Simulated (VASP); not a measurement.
Wanted: the native input for a VASP 6.6.1 run.

```yaml
Task: relaxation of cell and atoms
Functional: PBE
Potentials_or_basis: VASP PAW PBE potentials, release 64 (Al, Te, H)
Cutoff: 600 eV
k_mesh: 4 × 4 × 4
Occupations: gaussian, width 0.1 eV
Spin: no spin polarisation
Dipole_correction: no
Further_INCAR_settings: ALGO = Normal; EDIFF = 1e-06; IBRION = 2; EDIFFG = -0.04; NSW = 90; ISIF = 3
```

The structure of Al3Te3H lies in POSCAR:

```
Al3Te3H
1.0
    4.7664503900      0.0000000000      0.0000000000
    0.0000000000      4.7664503900      0.0000000000
    0.0000000000      0.0000000000      4.7664503900
Al Te H
3 3 1
Direct
    0.0000000000      0.5000000000      0.5000000000
    0.5000000000      0.0000000000      0.5000000000
    0.5000000000      0.5000000000      0.0000000000
    0.5000000000      0.0000000000      0.0000000000
    0.0000000000      0.5000000000      0.0000000000
    0.0000000000      0.0000000000      0.5000000000
    0.5000000000      0.5000000000      0.5000000000
```

One way to write it, as run:

INCAR

```
SYSTEM = Al3Te3H
PREC = Accurate
ENCUT = 600
EDIFF = 1E-6
ISMEAR = 0
SIGMA = 0.1
LREAL = .FALSE.
LASPH = .TRUE.
NELM = 80
ALGO = Normal
ISIF = 3
LWAVE = .FALSE.
LCHARG = .FALSE.
GGA = PE
IBRION = 2
NSW = 90
EDIFFG = -0.04
```

KPOINTS

```
regular mesh
0
G
  4 4 4
  0 0 0
```

Potentials or basis: VASP PAW PBE potentials, release 64 (Al, Te, H).

Run with:

```console
$ cat potpaw_PBE.64/Al/POTCAR potpaw_PBE.64/Te/POTCAR potpaw_PBE.64/H/POTCAR > POTCAR
$ mpirun -np 1 vasp_std > vasp.out
```

It gave:

```
Relaxed volume                         : 25.17 Å³/atom
Relaxed cell                           : a = 5.606 Å, b = 5.606 Å, c = 5.606 Å, α = 90.00°, β = 90.00°, γ = 90.00°
Space group after relaxing (to 0.05 Å) : Pm-3m (No. 221)
Energy gained by relaxing              : 1066.5 meV/atom
Ionic steps                            : 4
Pressure after relaxing                : -0.2 GPa
Band gap on the k mesh                 : zero (band 14 reaches 7.37 eV, above the bottom of band 15 at 4.68 eV)
```

Caveat: the volume moved by over 15 % at a fixed basis, so the end points are rough; spin-orbit coupling is left out, which moves the levels of the heavy elements.

Wall time 84 s on 1 thread of AMD EPYC 7R13 Processor (Zen 3), with other jobs on the host, peak memory 0.22 GiB.
